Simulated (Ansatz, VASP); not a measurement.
## CdAgC4N4: VASP beside Ansatz

INCAR

```
SYSTEM = CdAgC4N4
  PREC = Accurate
  ENCUT = 520
  EDIFF = 1E-6
  ISMEAR = 0
  SIGMA = 0.1
  LREAL = .FALSE.
  LASPH = .TRUE.
  NELM = 80
  ALGO = Normal
  ISIF = 2
  LWAVE = .FALSE.
  LCHARG = .FALSE.
  GGA = PE
  NBANDS = 40
```

File KPOINTS:

```
regular mesh
0
G
  4 4 4
  0 0 0
```

POSCAR

```
CdAgC4N4
1.0
    6.1077885000      0.0000000000      0.0000000000
    0.0000000000      6.1077885000      0.0000000000
    0.0000000000      0.0000000000      6.1077885000
Cd Ag C N
1 1 4 4
Direct
    0.5000000000      0.5000000000      0.5000000000
    0.0000000000      0.0000000000      0.0000000000
    0.1911333800      0.1911333800      0.1911333800
    0.1911333800      0.8088666200      0.8088666200
    0.8088666200      0.1911333800      0.8088666200
    0.8088666200      0.8088666200      0.1911333800
    0.3017298400      0.3017298400      0.3017298400
    0.3017298400      0.6982701600      0.6982701600
    0.6982701600      0.3017298400      0.6982701600
    0.6982701600      0.6982701600      0.3017298400
```

Input for Ansatz:

```yaml
crystal:
  lattice:
    - [6.1077885, 0.0, 0.0]
    - [0.0, 6.1077885, 0.0]
    - [0.0, 0.0, 6.1077885]
  atoms:
    - { symbol: Cd, position: [0.5, 0.5, 0.5] }
    - { symbol: Ag, position: [0.0, 0.0, 0.0] }
    - { symbol: C, position: [0.19113338, 0.19113338, 0.19113338] }
    - { symbol: C, position: [0.19113338, 0.80886662, 0.80886662] }
    - { symbol: C, position: [0.80886662, 0.19113338, 0.80886662] }
    - { symbol: C, position: [0.80886662, 0.80886662, 0.19113338] }
    - { symbol: "N", position: [0.30172984, 0.30172984, 0.30172984] }
    - { symbol: "N", position: [0.30172984, 0.69827016, 0.69827016] }
    - { symbol: "N", position: [0.69827016, 0.30172984, 0.69827016] }
    - { symbol: "N", position: [0.69827016, 0.69827016, 0.30172984] }
basis:
  ecutwfc: 420
kpoints:
  mp_grid: { grid: [4, 4, 4] }
hamiltonian:
  xc: pbe
scf:
  occupations: { method: gaussian, width: 0.1 }
  lower_state_search: "off"
output:
  forces: true
  stress: true
  eigenvalues: true
```

Alike in both runs: task single point; functional PBE; k mesh 4 × 4 × 4; occupations gaussian, width 0.1 eV; no spin polarisation.

|  | VASP | Ansatz |
| --- | --- | --- |
| version | VASP 6.6.1 | Ansatz 0.2.0 |
| potentials or method | VASP PAW PBE potentials, release 64 (Cd, Ag, C, N), cutoff 520 eV | scalar-relativistic, plane waves, PAW |
| valence electrons in the cell | 59 | 75 |

```tsv
	VASP	Ansatz	Ansatz less VASP
gap on the k mesh at the Fermi level (eV)	none	none	-
pressure (GPa)	4.6	4.1	-0.49
rms of the force components (eV/Å)	0.481	0.655	+0.1742
```

Atom by atom the forces differ by 0.174 eV/Å (rms over components). A gap of «none» marks a metal or a gap that the smearing closes. With one functional, cell and mesh, what is left measures potentials, basis and numerics. VASP's potentials hold 59 valence electrons a cell and Ansatz's 75, so a difference there can come from the potentials and not from the codes.

Noted on VASP's run: the standard files for N, O and F lose accuracy on very short bonds.
